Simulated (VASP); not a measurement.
# Zn (P6_3/mmc) in VASP: further runs

The runs below take Zn through single point, with PBEsol.

Program: VASP 6.6.1. These are calculated values, not measurements. Logs are shortened: lines on timing, memory, paths and dates and some standing lists are left out, and cuts for length are marked.

## Step 1: The cell of the first run

It takes space group P6_3/mmc (No. 194, hexagonal). Conventional cell: a = 2.166 Å, b = 2.166 Å, c = 3.469 Å, α = 90.00°, β = 90.00°, γ = 120.00°. Within 2.8 Å of Zn (site symmetry -6m2) lie 12 Zn at 2.14 to 2.17 Å.

## Step 2: Single point, PBEsol

Input file INCAR:

```
SYSTEM = Zn
ALGO = Normal
EDIFF = 1E-7
ENCUT = 520
GGA = PS
ISIF = 2
ISMEAR = -1
LASPH = .TRUE.
LCHARG = .TRUE.
LELF = .TRUE.
LREAL = .FALSE.
LVHAR = .TRUE.
LWAVE = .FALSE.
NBANDS = 19
NELM = 80
PREC = Accurate
SIGMA = 0.08
```

Input file KPOINTS:

```
k-points
0
G
  20 20 11
  0 0 0
```

Input file POSCAR:

```
Zn
1.0
    2.1662254052      0.0000000000      0.0000000000
   -1.0831127026      1.8760062312      0.0000000000
    0.0000000000      0.0000000000      3.4692673788
Zn
2
Direct
    0.3333333333      0.6666666667      0.2500000000
    0.6666666667      0.3333333333      0.7500000000
```

Potentials or basis: VASP PAW PBE potentials, release 64 (Zn).

The run is started by

```console
cat potpaw_PBE.64/Zn/POTCAR > POTCAR
mpirun -np 1 vasp_std > vasp.out
```

OUTCAR:

```text
SYSTEM = Zn
   EDIFF = 1E-7
   ENCUT = 520
   GGA = PS
   ISIF = 2
   ISMEAR = -1
   LASPH = .TRUE.
   LREAL = .FALSE.
   NELM = 80
   PREC = Accurate

 ion  position               nearest neighbor table
   1  0.333  0.667  0.250-   2 2.14   2 2.14   2 2.14   2 2.14   2 2.14   2 2.14   2 3.04   2 3.04
                             2 3.04   2 3.04   2 3.04   2 3.04
   2  0.667  0.333  0.750-   1 2.14   1 2.14   1 2.14   1 2.14   1 2.14   1 2.14   1 3.04   1 3.04
                             1 3.04   1 3.04   1 3.04   1 3.04

  LATTYP: Found a hexagonal cell.
 ALAT       =     2.1662254052
 C/A-ratio  =     1.6015264942

  Lattice vectors:

 A1 = (   2.1662254052,   0.0000000000,   0.0000000000)
 A2 = (  -1.0831127026,   1.8760062312,   0.0000000000)
 A3 = (   0.0000000000,   0.0000000000,   3.4692673788)

Analysis of symmetry for initial positions (statically):
=====================================================================
 Subroutine PRICEL returns:
 Original cell was already a primitive cell.

 Routine SETGRP: Setting up the symmetry group for a
 hexagonal supercell.

 Subroutine GETGRP returns: Found 24 space group operations
 (whereof 12 operations were pure point group operations)
 out of a pool of 24 trial point group operations.

The static configuration has the point symmetry D_3d.
 The point group associated with its full space group is D_6h.

Analysis of symmetry for dynamics (positions and initial velocities):
=====================================================================
 Subroutine PRICEL returns:
 Original cell was already a primitive cell.

 Routine SETGRP: Setting up the symmetry group for a
 hexagonal supercell.

 Subroutine GETGRP returns: Found 24 space group operations
 (whereof 12 operations were pure point group operations)
 out of a pool of 24 trial point group operations.

The dynamic configuration has the point symmetry D_3d.
 The point group associated with its full space group is D_6h.

 Subroutine INISYM returns: Found 24 space group operations
 (whereof 12 operations are pure point group operations),
 and found     1 'primitive' translations

----------------------------------------------------------------------------------------

                                     Primitive cell

  volume of cell :      14.0986

  direct lattice vectors                    reciprocal lattice vectors
     2.166225405  0.000000000  0.000000000     0.461632477  0.266523635  0.000000000
    -1.083112703  1.876006231  0.000000000     0.000000000  0.533047270  0.000000000
     0.000000000  0.000000000  3.469267379     0.000000000  0.000000000  0.288245295

  length of vectors
     2.166225405  2.166225405  3.469267379     0.533047270  0.533047270  0.288245295

  position of ions in fractional coordinates (direct lattice)
     0.333333333  0.666666667  0.250000000
     0.666666667  0.333333333  0.750000000

  ion indices of the primitive-cell ions
   primitive index   ion index
                 1           1
                 2           2

----------------------------------------------------------------------------------------

 KPOINTS: k-points

Automatic generation of k-mesh.
 Grid dimensions read from file:
 generate k-points for:   20   20   11

 Generating k-lattice:

  Cartesian coordinates                     Fractional coordinates (reciprocal lattice)
     0.023081624  0.013326182  0.000000000     0.050000000  0.000000000  0.000000000
     0.000000000  0.026652363  0.000000000     0.000000000  0.050000000  0.000000000
     0.000000000  0.000000000  0.026204118     0.000000000  0.000000000  0.090909091

  Length of vectors
     0.026652363  0.026652363  0.026204118

  Shift w.r.t. Gamma in fractional coordinates (k-lattice)
     0.000000000  0.000000000  0.000000000

 Subroutine IBZKPT returns following result:
 ===========================================

 Found    264 irreducible k-points:

 Following reciprocal coordinates:
            Coordinates               Weight
  0.000000  0.000000  0.000000      1.000000
  0.050000 -0.000000  0.000000      6.000000
  0.100000 -0.000000  0.000000      6.000000
  0.150000  0.000000  0.000000      6.000000
  0.200000 -0.000000  0.000000      6.000000
  0.250000  0.000000  0.000000      6.000000
[... 16 lines left out ...]
  0.200000  0.100000  0.000000     12.000000
  0.250000  0.100000  0.000000     12.000000
 [... further k-points ...]
   k-points           NKPTS =    264   k-points in BZ     NKDIM =    264   number of bands    NBANDS=     19
   number of dos      NEDOS =    301   number of ions     NIONS =      2
   total plane-waves  NPLWV =   7168
   dimension x,y,z NGX =    16 NGY =   16 NGZ =   28
   dimension x,y,z NGXF=    32 NGYF=   32 NGZF=   56
   ions per type =               2
   NGX,Y,Z   is equivalent  to a cutoff of  12.28, 12.28, 13.42 a.u.
   NGXF,Y,Z  is equivalent  to a cutoff of  24.56, 24.56, 26.83 a.u.
 SYSTEM =  Zn
   PREC   = accura    normal or accurate (medium, high low for compatibility)
   ISTART =      0    job   : 0-new  1-cont  2-samecut
   ICHARG =      2    charge: 1-file 2-atom 10-const
   ISPIN  =      1    spin polarized calculation?
   LNONCOLLINEAR =      F non collinear calculations
   LSORBIT =      F    spin-orbit coupling
   LASPH  =      T    aspherical Exc in radial PAW
   ENCUT  =  520.0 eV  38.22 Ry    6.18 a.u.   4.03  4.03  6.45*2*pi/ulx,y,z
   NELM   =     80;   NELMIN=  2; NELMDL= -5     # of ELM steps
   EDIFF  = 0.1E-06   stopping-criterion for ELM
   LREAL  =      F    real-space projection
   EDIFFG = 0.1E-05   stopping-criterion for IOM
   NSW    =      0    number of steps for IOM
   IBRION =     -1    ionic relax: 0-MD 1-quasi-New 2-CG
   NFREE  =      0    steps in history (QN), initial steepest desc. (CG)
   ISIF   =      2    stress and relaxation
   ISYM   =      2    0-nonsym 1-usesym 2-fastsym
   POTIM  = 0.5000    time-step for ionic-motion
   TEBEG  =    0.0;   TEEND  =   0.0 temperature during run
   PSTRESS=    0.0 pullay stress
   NELECT =      24.0000    total number of electrons
   NUPDOWN=      -1.0000    fix difference up-down
   EMIN   =  10.00;   EMAX   =-10.00  energy-range for DOS
   EFERMI =   0.00;   METHOD = LEGACY
   ISMEAR =    -1;   SIGMA  =   0.08  broadening in eV -4-tet -1-fermi 0-gaus
   EFERMI_NEDOS =   21; number of points for ismear=-14 and -15
   IALGO  =     38    algorithm
   IMIX   =      4    mixing-type and parameters
     AMIX     =   0.40;   BMIX     =  1.00
     AMIX_MAG =   1.60;   BMIX_MAG =  1.00
  volume/ion in A,a.u.               =       7.05        47.57
  Fermi-wavevector in a.u.,A,eV,Ry     =   1.954730  3.693903 51.987421  3.820968
  Thomas-Fermi vector in A             =   2.981242
   LORBIT       =      0    0 simple, 1 ext, 2 COOP (PROOUT), +10 PAW based schemes
   GGA     = PS    functional components
   LHFCALC =     F    Hartree Fock is set to
   AEXX    =    0.0000 exact exchange contribution
   IVDW    =     0    specifies the selected vdW correction
   LEPSILON=     F    determine dielectric tensor
   LRPA    =     F    only Hartree local field effects (RPA)
 non-spin polarized calculation
  energy-cutoff  :      520.00
  volume of cell :       14.10
 maximum number of plane-waves:       387
   NGX =  9   NGY =  9   NGZ = 13

 number of electron      23.9999993 magnetization

 Free energy of the ion-electron system (eV)
  ---------------------------------------------------
  ext. energy  EPLUGINS =         0.00000000
  ---------------------------------------------------
  free energy    TOTEN  =         4.74641817 eV

  energy without entropy =        4.74839903  energy(sigma->0) =        4.74740860

 E-fermi :  12.5638     XC(G=0): -16.4725

 val. band max:       12.5030520465   @ k =   0.3000   0.2000   0.0000
 cond. band min:      12.5747443014   @ k =   0.0000   0.0000   0.0000
 fundamental gap:      0.0716922550
 Fermi energy:        12.5638493230

 k-point     1 :       0.0000    0.0000    0.0000
  band No.  band energies     occupation
      1      -7.5739      2.00000
      2      -3.2190      2.00000
      3      -0.1524      2.00000
      4      -0.1524      2.00000
      5      -0.1372      2.00000
      6       0.2539      2.00000
[... 11 lines left out ...]
     18      38.5067      0.00000
     19      38.5068      0.00000

 k-point     2 :       0.0500   -0.0000    0.0000
  band No.  band energies     occupation
      1      -7.4586      2.00000
      2      -3.1546      2.00000
      3      -0.3135      2.00000
      4      -0.0999      2.00000
      5       0.0105      2.00000
      6       0.2308      2.00000
[... 11 lines left out ...]
     18      39.5838      0.00000
     19      40.2982      0.00000

 k-point     3 :       0.1000   -0.0000    0.0000
  band No.  band energies     occupation
      1      -7.1173      2.00000
      2      -2.9735      2.00000
      3      -0.5073      2.00000
      4       0.0543      2.00000
      5       0.1205      2.00000
      6       0.2228      2.00000
[... 11 lines left out ...]
     18      39.7228      0.00000
     19      40.4544      0.00000

 k-point     4 :       0.1500    0.0000    0.0000
  band No.  band energies     occupation
      1      -6.5655      2.00000
      2      -2.7159      2.00000
      3      -0.7151      2.00000
      4      -0.0852      2.00000
      5       0.0431      2.00000
      6       0.2993      2.00000
[... 407 lines left out ...]
     18      35.8466      0.00000
     19      37.8509      0.00000

 k-point    23 :       0.2000    0.1000    0.0000
  band No.  band energies     occupation
      1      -4.6901      2.00000
      2      -2.1648      2.00000
      3      -1.2915      2.00000
      4      -1.1849      2.00000
      5      -0.1307      2.00000
      6      -0.0387      2.00000
[... 11 lines left out ...]
     18      34.6820      0.00000
     19      37.6497      0.00000

 k-point    24 :       0.2500    0.1000    0.0000
  band No.  band energies     occupation
      1      -3.8413      2.00000
      2      -2.1950      2.00000
      3      -1.6993      2.00000
      4      -1.1340      2.00000
      5      -0.2565      2.00000
      6       0.0340      2.00000
[... 11 lines left out ...]
     18      33.7231      0.00000
     19      36.9882      0.00000

 [... further k-points ...]

------------------------ aborting loop because EDIFF is reached ----------------------------------------

  FORCE on cell =-STRESS in cart. coord.  units (eV):
  Direction    XX          YY          ZZ          XY          YZ          ZX
  --------------------------------------------------------------------------------------
  -------------------------------------------------------------------------------------
  Total       31.5694701     31.5694701     31.6174884      0.0000000      0.0000000      0.0000000
  in kB     3587.5848500   3587.5848499   3593.0416905      0.0000000      0.0000000      0.0000000
  external PRESSURE =    3589.4037968 kB  Pullay stress =       0.0000000 kB

 VOLUME and BASIS-vectors are now :
 -----------------------------------------------------------------------------
  energy-cutoff  :      520.00
  volume of cell :       14.10
      direct lattice vectors                 reciprocal lattice vectors
     2.166225405  0.000000000  0.000000000     0.461632477  0.266523635  0.000000000
    -1.083112703  1.876006231  0.000000000     0.000000000  0.533047270  0.000000000
     0.000000000  0.000000000  3.469267379     0.000000000  0.000000000  0.288245295

 POSITION                                       TOTAL-FORCE (eV/Angst)
 -----------------------------------------------------------------------------------
     -0.00000      1.25067      0.86732        -0.000000      0.000000      0.000000
      1.08311      0.62534      2.60195         0.000000      0.000000      0.000000
 -----------------------------------------------------------------------------------
    total drift:                                0.000000     -0.000000      0.000000

  FREE ENERGIE OF THE ION-ELECTRON SYSTEM (eV)
  ---------------------------------------------------
  free  energy   TOTEN  =         4.7464181682 eV

  energy  without entropy=        4.7483990318  energy(sigma->0) =        4.74740860
```

Run time: 48 s. Hardware: 1 thread of Intel Xeon Platinum 8259CL at 2.50GHz (Skylake/Cascade Lake), shared host; peak memory 0.17 GiB.

What came out:

| Property | Result |
| --- | --- |
| Free energy | 4.7464 eV |
| Pressure | 358.9 GPa |
| Band gap on the k mesh | zero (band 12 reaches 14.07 eV, above the bottom of band 13 at 11.91 eV) |

Levels at points of the mesh, in eV from the Fermi level:
| k point | band 8 | band 9 | band 10 | band 11 | band 12 | band 13 | band 14 | band 15 | band 16 | band 17 |
| --- | --- | --- | --- | --- | --- | --- | --- | --- | --- | --- |
| (0.00, 0.00, 0.00) | -11.92 | -11.92 | -10.47 | -10.47 | -8.47 | 0.01 | 21.45 | 24.48 | 24.48 | 25.90 |
| (0.50, 0.00, 0.00) | -10.36 | -10.18 | -10.16 | -7.26 | -4.41 | 4.38 | 5.67 | 8.04 | 10.36 | 11.50 |

Caveat: the PAW data sets were made with another functional, which shifts forces and pressure a little.

## Step 3: Single point, PBEsol

Input file INCAR:

```
SYSTEM = Zn
PREC = Accurate
ENCUT = 520
EDIFF = 1E-7
ISMEAR = -1
SIGMA = 0.08
LREAL = .FALSE.
LASPH = .TRUE.
NELM = 100
ALGO = Normal
ISIF = 2
LWAVE = .FALSE.
LCHARG = .FALSE.
GGA = PS
NBANDS = 19
```

Input file KPOINTS:

```
regular mesh
0
G
  20 20 11
  0 0 0
```

Input file POSCAR:

```
Zn
1.0
    2.1662271730      0.0000000000      0.0000000000
   -1.0831135865      1.8760077622      0.0000000000
    0.0000000000      0.0000000000      3.4695026486
Zn
2
Direct
    0.3333333333      0.6666666667      0.2500000000
    0.6666666667      0.3333333333      0.7500000000
```

Potentials or basis: VASP PAW PBE potentials, release 64 (Zn).

The run is started by

```console
cat potpaw_PBE.64/Zn/POTCAR > POTCAR
mpirun -np 1 vasp_std > vasp.out
```

It took 43 s on 1 thread of Intel Xeon Platinum 8259CL at 2.50GHz (Skylake/Cascade Lake), shared host; peak memory 0.17 GiB.

The run converged. Its results:

```yaml
Free_energy: 4.7442 eV
Pressure: 358.8 GPa
Band_gap_on_the_k_mesh: zero (band 12 reaches 14.07 eV, above the bottom of band 13 at 11.91 eV)
```

Stress tensor (GPa, compression positive):
```
358.64   0.00   0.00
  0.00 358.64   0.00
  0.00   0.00 359.12
```

Levels at points of the mesh, in eV from the Fermi level:
```
           k point  band 9  band 10  band 11  band 12  band 13  band 14  band 15  band 16
(0.00, 0.00, 0.00)  -11.92   -10.47   -10.47    -8.47     0.01    21.46    24.48    24.48
(0.50, 0.00, 0.00)  -10.18   -10.16    -7.26    -4.41     4.38     5.67     8.04    10.36
```

Caveat: the PAW data sets were made with another functional, which shifts forces and pressure a little.
